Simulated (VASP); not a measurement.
Write the native input for VASP 6.6.1 that does the following.

| Item | Value |
| --- | --- |
| Task | single point |
| Functional | LDA |
| Potentials or basis | VASP PAW LDA potentials, release 64 (Mg, S) |
| Cutoff | 600 eV |
| k mesh | 6 × 6 × 6 |
| Occupations | gaussian, width 0.02 eV |
| Spin | no spin polarisation |
| Dipole correction | no |
| Further INCAR settings | ALGO = Normal; EDIFF = 1e-06; NBANDS = 11 |

The structure of MgS (lda) lies in POSCAR:

```
MgS
1.0
    0.0000000000      2.8248987398      2.7550644647
    2.8248987398      0.0000000000      2.7550644647
    2.8248987398      2.8248987398      0.0000000000
Mg S
1 1
Direct
    0.0000000000      0.0000000000      0.0000000000
    0.2500000000      0.2500000000      0.2500000000
```

This cell differs from its parent crystal: strained cell.

The input as run:

INCAR

```
SYSTEM = MgS
PREC = Accurate
ENCUT = 600
EDIFF = 1E-6
ISMEAR = 0
SIGMA = 0.02
LREAL = .FALSE.
LASPH = .TRUE.
NELM = 120
ALGO = Normal
ISIF = 2
LWAVE = .FALSE.
LCHARG = .TRUE.
LELF = .TRUE.
LVHAR = .TRUE.
NBANDS = 11
GGA_COMPAT = .FALSE.
```

KPOINTS

```
Automatic mesh
0
G
  6 6 6
  0 0 0
```

Potentials or basis: VASP PAW LDA potentials, release 64 (Mg, S).

Launch:

```console
$ cat potpaw_LDA.64/Mg/POTCAR potpaw_LDA.64/S/POTCAR > POTCAR
$ mpirun -np 1 vasp_std > vasp.out
```

Results of the run:

```
Pressure               : -0.6 GPa
Band gap on the k mesh : 3.31 eV, direct
```

Caveat: the cell differs from its parent crystal (strained cell).

It took 16 s on 1 thread of Intel Xeon 8259CL, on a shared host, peak memory 0.16 GiB.
